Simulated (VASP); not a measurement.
# VH (Fm-3m) in VASP: a series of runs

The runs below take VH through single point, with r2SCAN.

Everything below comes from runs of VASP 6.6.1. Logs are shortened: lines on timing, memory, paths and dates and some standing lists are left out, and cuts for length are marked.

### 1 The cell of the first run

Symmetry: Fm-3m, No. 225, cubic system. Conventional cell: a = 3.928 Å, b = 3.928 Å, c = 3.928 Å, α = 90.00°, β = 90.00°, γ = 90.00°. V (site symmetry m-3m) has 6 H at 1.96 Å within 2.6 Å. Within 2.6 Å of H (site symmetry m-3m) lie 6 V at 1.96 Å.

### 2 Single point, r2SCAN, collinear spin, zero start

POSCAR reads:

```
VH
1.0
    0.0000000000      1.9637535800      1.9637535800
    1.9637535800      0.0000000000      1.9637535800
    1.9637535800      1.9637535800      0.0000000000
V H
1 1
Direct
    0.0000000000      0.0000000000      0.0000000000
    0.5000000000      0.5000000000      0.5000000000
```

INCAR.step1 reads:

```
PREC = Accurate
ENCUT = 520
ISMEAR = -1
SIGMA = 0.05
LREAL = F
LASPH = T
NELM = 150
ISPIN = 2
MAGMOM = 0 0
NUPDOWN = 0.0
LMAXMIX = 4
NBANDS = 18
GGA = PE
ALGO = Normal
EDIFF = 1E-4
LWAVE = T
LCHARG = F
```

INCAR.step2 reads:

```
PREC = Accurate
ENCUT = 520
EDIFF = 1E-6
ISMEAR = -1
SIGMA = 0.05
LREAL = F
LASPH = T
NELM = 150
ALGO = Normal
ISIF = 2
LWAVE = F
LCHARG = F
ISPIN = 2
MAGMOM = 0 0
LORBIT = 11
NUPDOWN = 0.0
LMAXMIX = 4
METAGGA = R2SCAN
LMIXTAU = T
NBANDS = 18
ISTART = 1
```

KPOINTS reads:

```
regular mesh
0
Gamma
  13 13 13
```

Potentials or basis: VASP PAW PBE potentials, release 64 (V_sv, H).

Run with:

```bash
$ cat potpaw_PBE.64/V_sv/POTCAR potpaw_PBE.64/H/POTCAR > POTCAR
$ cp INCAR.step1 INCAR
$ mpirun -np 1 vasp_std > vasp.out
$ cp INCAR.step2 INCAR
$ mpirun -np 1 vasp_std > vasp.out
```

OUTCAR:

```text
PREC = Accurate
   ENCUT = 520
   EDIFF = 1E-6
   ISMEAR = -1
   LREAL = F
   LASPH = T
   NELM = 150
   ISIF = 2
   ISPIN = 2
   LORBIT = 11
   NUPDOWN = 0.0
   METAGGA = R2SCAN
   ISTART = 1

 ion  position               nearest neighbor table
   1  0.000  0.000  0.000-
   2  0.500  0.500  0.500-

  LATTYP: Found a face centered cubic cell.
 ALAT       =     3.9275071600

  Lattice vectors:

 A1 = (   0.0000000000,   1.9637535800,   1.9637535800)
 A2 = (   1.9637535800,   0.0000000000,   1.9637535800)
 A3 = (   1.9637535800,   1.9637535800,   0.0000000000)

Analysis of symmetry for initial positions (statically):
=====================================================================
 Subroutine PRICEL returns:
 Original cell was already a primitive cell.

 Routine SETGRP: Setting up the symmetry group for a
 face centered cubic supercell.

 Subroutine GETGRP returns: Found 48 space group operations
 (whereof 48 operations were pure point group operations)
 out of a pool of 48 trial point group operations.

The static configuration has the point symmetry O_h .

Analysis of symmetry for dynamics (positions and initial velocities):
=====================================================================
 Subroutine PRICEL returns:
 Original cell was already a primitive cell.

 Routine SETGRP: Setting up the symmetry group for a
 face centered cubic supercell.

 Subroutine GETGRP returns: Found 48 space group operations
 (whereof 48 operations were pure point group operations)
 out of a pool of 48 trial point group operations.

The dynamic configuration has the point symmetry O_h .

Analysis of structural, dynamic, and magnetic symmetry:
=====================================================================
 Subroutine PRICEL returns:
 Original cell was already a primitive cell.

 Routine SETGRP: Setting up the symmetry group for a
 face centered cubic supercell.

 Subroutine GETGRP returns: Found 48 space group operations
 (whereof 48 operations were pure point group operations)
 out of a pool of 48 trial point group operations.

The overall configuration has the point symmetry O_h .

 Subroutine INISYM returns: Found 48 space group operations
 (whereof 48 operations are pure point group operations),
 and found     1 'primitive' translations

----------------------------------------------------------------------------------------

                                     Primitive cell

  volume of cell :      15.1458

  direct lattice vectors                    reciprocal lattice vectors
     0.000000000  1.963753580  1.963753580    -0.254614431  0.254614431  0.254614431
     1.963753580  0.000000000  1.963753580     0.254614431 -0.254614431  0.254614431
     1.963753580  1.963753580  0.000000000     0.254614431  0.254614431 -0.254614431

  length of vectors
     2.777166946  2.777166946  2.777166946     0.441005130  0.441005130  0.441005130

  position of ions in fractional coordinates (direct lattice)
     0.000000000  0.000000000  0.000000000
     0.500000000  0.500000000  0.500000000

  ion indices of the primitive-cell ions
   primitive index   ion index
                 1           1
                 2           2

----------------------------------------------------------------------------------------

 KPOINTS: regular mesh

Automatic generation of k-mesh.
 Grid dimensions read from file:
 generate k-points for:   13   13   13

 Generating k-lattice:

  Cartesian coordinates                     Fractional coordinates (reciprocal lattice)
    -0.019585725  0.019585725  0.019585725     0.076923077  0.000000000  0.000000000
     0.019585725 -0.019585725  0.019585725     0.000000000  0.076923077  0.000000000
     0.019585725  0.019585725 -0.019585725     0.000000000  0.000000000  0.076923077

  Length of vectors
     0.033923472  0.033923472  0.033923472

  Shift w.r.t. Gamma in fractional coordinates (k-lattice)
     0.000000000  0.000000000  0.000000000

 Subroutine IBZKPT returns following result:
 ===========================================

 Found     84 irreducible k-points:

 Following reciprocal coordinates:
            Coordinates               Weight
  0.000000  0.000000  0.000000      1.000000
  0.076923  0.000000  0.000000      8.000000
  0.153846  0.000000  0.000000      8.000000
  0.230769  0.000000  0.000000      8.000000
  0.307692  0.000000  0.000000      8.000000
  0.384615  0.000000  0.000000      8.000000
[... 16 lines left out ...]
  0.384615  0.153846  0.000000     24.000000
  0.461538  0.153846  0.000000     24.000000
 [... further k-points ...]
   k-points           NKPTS =     84   k-points in BZ     NKDIM =     84   number of bands    NBANDS=     18
   number of dos      NEDOS =    301   number of ions     NIONS =      2
   total plane-waves  NPLWV =  13824
   dimension x,y,z NGX =    24 NGY =   24 NGZ =   24
   dimension x,y,z NGXF=    48 NGYF=   48 NGZF=   48
   ions per type =               1   1
   NGX,Y,Z   is equivalent  to a cutoff of  14.37, 14.37, 14.37 a.u.
   NGXF,Y,Z  is equivalent  to a cutoff of  28.73, 28.73, 28.73 a.u.
 SYSTEM =  unknown system
   PREC   = accura    normal or accurate (medium, high low for compatibility)
   ISTART =      1    job   : 0-new  1-cont  2-samecut
   ICHARG =      0    charge: 1-file 2-atom 10-const
   ISPIN  =      2    spin polarized calculation?
   LNONCOLLINEAR =      F non collinear calculations
   LSORBIT =      F    spin-orbit coupling
   LASPH  =      T    aspherical Exc in radial PAW
   ENCUT  =  520.0 eV  38.22 Ry    6.18 a.u.   5.16  5.16  5.16*2*pi/ulx,y,z
   NELM   =    150;   NELMIN=  2; NELMDL=  0     # of ELM steps
   EDIFF  = 0.1E-05   stopping-criterion for ELM
   LREAL  =      F    real-space projection
   EDIFFG = 0.1E-04   stopping-criterion for IOM
   NSW    =      0    number of steps for IOM
   IBRION =     -1    ionic relax: 0-MD 1-quasi-New 2-CG
   NFREE  =      0    steps in history (QN), initial steepest desc. (CG)
   ISIF   =      2    stress and relaxation
   ISYM   =      2    0-nonsym 1-usesym 2-fastsym
   POTIM  = 0.5000    time-step for ionic-motion
   TEBEG  =    0.0;   TEEND  =   0.0 temperature during run
   PSTRESS=    0.0 pullay stress
   NELECT =      14.0000    total number of electrons
   NUPDOWN=       0.0000    fix difference up-down
   EMIN   =  10.00;   EMAX   =-10.00  energy-range for DOS
   EFERMI =   0.00;   METHOD = LEGACY
   ISMEAR =    -1;   SIGMA  =   0.05  broadening in eV -4-tet -1-fermi 0-gaus
   EFERMI_NEDOS =   21; number of points for ismear=-14 and -15
   IALGO  =     38    algorithm
   IMIX   =      4    mixing-type and parameters
     AMIX     =   0.40;   BMIX     =  1.00
     AMIX_MAG =   1.60;   BMIX_MAG =  1.00
  volume/ion in A,a.u.               =       7.57        51.10
  Fermi-wavevector in a.u.,A,eV,Ry     =   1.594730  3.013603 34.601848  2.543164
  Thomas-Fermi vector in A             =   2.692759
   LORBIT       =     11    0 simple, 1 ext, 2 COOP (PROOUT), +10 PAW based schemes
   METAGGA = R2SCAN    functional components
   LHFCALC =     F    Hartree Fock is set to
   AEXX    =    0.0000 exact exchange contribution
   IVDW    =     0    specifies the selected vdW correction
   LEPSILON=     F    determine dielectric tensor
   LRPA    =     F    only Hartree local field effects (RPA)
 spin polarized calculation
  energy-cutoff  :      520.00
  volume of cell :       15.15
 maximum number of plane-waves:       423
 NGX is ok and might be reduce to    24
   NGX = 11   NGY = 11   NGZ = 11

 number of electron      14.0000004 magnetization       0.0000000

 number of electron      14.0000004 magnetization      -0.0000000

 Free energy of the ion-electron system (eV)
  ---------------------------------------------------
  ext. energy  EPLUGINS =         0.00000000
  ---------------------------------------------------
  free energy    TOTEN  =       -17.97500961 eV

  energy without entropy =      -17.96116934  energy(sigma->0) =      -17.96808947

 E-fermi :  10.0020     XC(G=0): -14.0762

 val. band max:        9.9851986317   @ k =  -0.1538   0.0769   0.0000
 cond. band min:      10.0023071214   @ k =  -0.3846   0.4615   0.0769
 fundamental gap:      0.0171084898
 Fermi energy:        10.0020028113

 spin component 1

 k-point     1 :       0.0000    0.0000    0.0000
  band No.  band energies     occupation
      1     -56.8248      1.00000
      2     -29.1739      1.00000
      3     -29.1739      1.00000
      4     -29.1739      1.00000
      5      -1.2887      1.00000
      6       9.8285      0.96983
[... 10 lines left out ...]
     17      36.4134      0.00000
     18      36.4134      0.00000

 k-point     2 :       0.0769    0.0000    0.0000
  band No.  band energies     occupation
      1     -56.8174      1.00000
      2     -29.2157      1.00000
      3     -29.1788      1.00000
      4     -29.1788      1.00000
      5      -1.0937      1.00000
      6       9.6950      0.99785
[... 10 lines left out ...]
     17      36.3461      0.00000
     18      36.7066      0.00000

 k-point     3 :       0.1538    0.0000    0.0000
  band No.  band energies     occupation
      1     -56.7972      1.00000
      2     -29.3306      1.00000
      3     -29.1924      1.00000
      4     -29.1924      1.00000
      5      -0.5278      1.00000
      6       9.3138      1.00000
[... 412 lines left out ...]
 k-point    23 :       0.3846    0.1538    0.0000
  band No.  band energies     occupation
      1     -56.7130      1.00000
      2     -29.6915      1.00000
      3     -29.3013      1.00000
      4     -29.2893      1.00000
      5       2.0573      1.00000
      6       7.6929      1.00000
[... 10 lines left out ...]
     17      36.4065      0.00000
     18      41.8856      0.00000

 k-point    24 :       0.4615    0.1538    0.0000
  band No.  band energies     occupation
      1     -56.6932      1.00000
      2     -29.7848      1.00000
      3     -29.3337      1.00000
      4     -29.2944      1.00000
      5       3.0041      1.00000
      6       6.9499      1.00000
[... 10 lines left out ...]
     17      38.0662      0.00000
     18      42.9056      0.00000

 [... further k-points ...]

 spin component 2

 k-point     1 :       0.0000    0.0000    0.0000
  band No.  band energies     occupation
      1     -56.8248      1.00000
      2     -29.1739      1.00000
      3     -29.1739      1.00000
      4     -29.1739      1.00000
      5      -1.2887      1.00000
      6       9.8285      0.96983
[... 10 lines left out ...]
     17      36.4134      0.00000
     18      36.4134      0.00000

 k-point     2 :       0.0769    0.0000    0.0000
  band No.  band energies     occupation
      1     -56.8174      1.00000
      2     -29.2157      1.00000
      3     -29.1788      1.00000
      4     -29.1788      1.00000
      5      -1.0937      1.00000
      6       9.6950      0.99785
[... 10 lines left out ...]
     17      36.3461      0.00000
     18      36.7066      0.00000

 k-point     3 :       0.1538    0.0000    0.0000
  band No.  band energies     occupation
      1     -56.7972      1.00000
      2     -29.3306      1.00000
      3     -29.1924      1.00000
      4     -29.1924      1.00000
      5      -0.5278      1.00000
      6       9.3138      1.00000
[... 412 lines left out ...]
 k-point    23 :       0.3846    0.1538    0.0000
  band No.  band energies     occupation
      1     -56.7130      1.00000
      2     -29.6915      1.00000
      3     -29.3013      1.00000
      4     -29.2893      1.00000
      5       2.0573      1.00000
      6       7.6929      1.00000
[... 10 lines left out ...]
     17      36.4065      0.00000
     18      41.8856      0.00000

 k-point    24 :       0.4615    0.1538    0.0000
  band No.  band energies     occupation
      1     -56.6932      1.00000
      2     -29.7848      1.00000
      3     -29.3337      1.00000
      4     -29.2944      1.00000
      5       3.0041      1.00000
      6       6.9499      1.00000
[... 10 lines left out ...]
     17      38.0662      0.00000
     18      42.9056      0.00000

 [... further k-points ...]

------------------------ aborting loop because EDIFF is reached ----------------------------------------

  FORCE on cell =-STRESS in cart. coord.  units (eV):
  Direction    XX          YY          ZZ          XY          YZ          ZX
  --------------------------------------------------------------------------------------
  -------------------------------------------------------------------------------------
  Total       -0.0130572     -0.0130572     -0.0130572     -0.0000000      0.0000000      0.0000000
  in kB       -1.3812366     -1.3812366     -1.3812366     -0.0000000      0.0000000      0.0000000
  external PRESSURE =      -1.3812366 kB  Pullay stress =       0.0000000 kB

 VOLUME and BASIS-vectors are now :
 -----------------------------------------------------------------------------
  energy-cutoff  :      520.00
  volume of cell :       15.15
      direct lattice vectors                 reciprocal lattice vectors
     0.000000000  1.963753580  1.963753580    -0.254614431  0.254614431  0.254614431
     1.963753580  0.000000000  1.963753580     0.254614431 -0.254614431  0.254614431
     1.963753580  1.963753580  0.000000000     0.254614431  0.254614431 -0.254614431

 POSITION                                       TOTAL-FORCE (eV/Angst)
 -----------------------------------------------------------------------------------
      0.00000      0.00000      0.00000         0.000000     -0.000000     -0.000000
      1.96375      1.96375      1.96375        -0.000000      0.000000      0.000000
 -----------------------------------------------------------------------------------
    total drift:                                0.000000     -0.000000     -0.000000

  FREE ENERGIE OF THE ION-ELECTRON SYSTEM (eV)
  ---------------------------------------------------
  free  energy   TOTEN  =       -17.9750096085 eV

  energy  without entropy=      -17.9611693350  energy(sigma->0) =      -17.96808947

 total charge

# of ion       s       p       d       tot
------------------------------------------
    1        2.263   6.244   3.106  11.614
    2        0.552   0.031   0.000   0.583
--------------------------------------------------
tot          2.815   6.275   3.106  12.197

 magnetization (x)

# of ion       s       p       d       tot
------------------------------------------
    1        0.000   0.000   0.000   0.000
    2       -0.000  -0.000   0.000  -0.000
--------------------------------------------------
tot          0.000   0.000   0.000   0.000
```

It took 87 s on 1 thread of Intel Xeon Platinum 8488C (Sapphire Rapids), shared host; peak memory 0.18 GiB.

What came out:

| Quantity | Value |
| --- | --- |
| Free energy | -17.9750 eV |
| Pressure | -0.1 GPa |
| Net moment | 0.00 μB per cell |
| Valence electrons inside the program's atomic spheres | V 11.61; H 0.58 |

Caveat: the PAW data sets were made with another functional, which shifts forces and pressure a little; the total moment is fixed, so each spin has its own Fermi level.

### 3 Single point, r2SCAN, collinear spin, ferromagnetic start

POSCAR is that of step 2.

INCAR.step1 reads:

```
ALGO     = Normal         # electronic algorithm
EDIFF    = 1E-4           # SCF threshold, eV
ENCUT    = 520            # plane-wave cutoff, eV
GGA      = PE             # functional
ISMEAR   = -1             # smearing method
ISPIN    = 2              # spin polarisation
LASPH    = T              # aspherical terms in the spheres
LCHARG   = F              # write CHGCAR
LMAXMIX  = 4              # l up to which the mixer works
LREAL    = F              # projectors in reciprocal space
LWAVE    = T              # write WAVECAR
MAGMOM   = 0.31 0.01      # initial moments
NBANDS   = 18             # bands
NELM     = 150            # most SCF steps
NUPDOWN  = 0.4            # fixed moment
PREC     = Accurate       # precision mode
SIGMA    = 0.05           # smearing width, eV
```

INCAR.step2 reads:

```
ALGO     = Normal         # electronic algorithm
EDIFF    = 1E-6           # SCF threshold, eV
ENCUT    = 520            # plane-wave cutoff, eV
ISIF     = 2              # what is computed and relaxed
ISMEAR   = -1             # smearing method
ISPIN    = 2              # spin polarisation
ISTART   = 1            
LASPH    = T              # aspherical terms in the spheres
LCHARG   = F              # write CHGCAR
LMAXMIX  = 4              # l up to which the mixer works
LMIXTAU  = T            
LORBIT   = 11             # projections on sites
LREAL    = F              # projectors in reciprocal space
LWAVE    = F              # write WAVECAR
MAGMOM   = 0.31 0.01      # initial moments
METAGGA  = R2SCAN         # meta-GGA
NBANDS   = 18             # bands
NELM     = 150            # most SCF steps
NUPDOWN  = 0.4            # fixed moment
PREC     = Accurate       # precision mode
SIGMA    = 0.05           # smearing width, eV
```

KPOINTS reads:

```
k-points
0
Gamma
  13 13 13
```

Potentials or basis: VASP PAW PBE potentials, release 64 (V_sv, H).

Run with:

```bash
$ cat potpaw_PBE.64/V_sv/POTCAR potpaw_PBE.64/H/POTCAR > POTCAR
$ cp INCAR.step1 INCAR
$ mpirun -np 1 vasp_std > vasp.out
$ cp INCAR.step2 INCAR
$ mpirun -np 1 vasp_std > vasp.out
```

Run time: 82 s. Hardware: 1 thread of Intel Xeon Platinum 8488C (Sapphire Rapids), shared host; peak memory 0.18 GiB.

It converged, with:

| Quantity | Value |
| --- | --- |
| Free energy | -17.9640 eV |
| Pressure | 0.5 GPa |
| Net moment | 0.40 μB per cell |
| Site moments | V +0.37; H -0.00 μB |
| Valence electrons inside the program's atomic spheres | V 11.62; H 0.58 |

Caveat: the PAW data sets were made with another functional, which shifts forces and pressure a little; the total moment is fixed, so each spin has its own Fermi level and the state may be an excited one.

### 4 Single point, r2SCAN, collinear spin, ferromagnetic start

POSCAR is that of step 3.

INCAR.step1 reads:

```
SYSTEM = VH
PREC = Accurate
ENCUT = 520
ISMEAR = -1
SIGMA = 0.05
LREAL = .False.
LASPH = .True.
NELM = 150
ISPIN = 2
MAGMOM = 0.68 0.03
NUPDOWN = 0.9
LMAXMIX = 4
NBANDS = 18
GGA = PE
ALGO = Normal
EDIFF = 1E-4
LWAVE = .True.
LCHARG = .False.
```

INCAR.step2 reads:

```
SYSTEM = VH
PREC = Accurate
ENCUT = 520
EDIFF = 1E-7
ISMEAR = -1
SIGMA = 0.05
LREAL = .False.
LASPH = .True.
NELM = 150
ALGO = Normal
ISIF = 2
LWAVE = .False.
LCHARG = .True.
ISPIN = 2
MAGMOM = 0.68 0.03
LORBIT = 11
NUPDOWN = 0.9
LMAXMIX = 4
METAGGA = R2SCAN
LMIXTAU = .True.
LELF = .True.
LVHAR = .True.
NBANDS = 18
ISTART = 1
```

KPOINTS reads:

```
regular mesh
0
Gamma
  13 13 13
  0 0 0
```

Run with:

```bash
$ cat potpaw_PBE.64/V_sv/POTCAR potpaw_PBE.64/H/POTCAR > POTCAR
$ cp INCAR.step1 INCAR
$ mpirun -np 1 vasp_std > vasp.out
$ cp INCAR.step2 INCAR
$ mpirun -np 1 vasp_std > vasp.out
```

It took 1.8 min on 1 thread of Intel Xeon Platinum 8488C (Sapphire Rapids), shared host; peak memory 0.18 GiB.

Results (log left out):

| Quantity | Value |
| --- | --- |
| Free energy | -17.8926 eV |
| Pressure | 2.7 GPa |
| Net moment | 0.90 μB per cell |
| Site moments | V +0.81; H -0.01 μB |
| Valence electrons inside the program's atomic spheres | V 11.63; H 0.58 |

Caveat: the PAW data sets were made with another functional, which shifts forces and pressure a little; the total moment is fixed, so each spin has its own Fermi level and the state may be an excited one.

(Continued in part 2 of 2.)
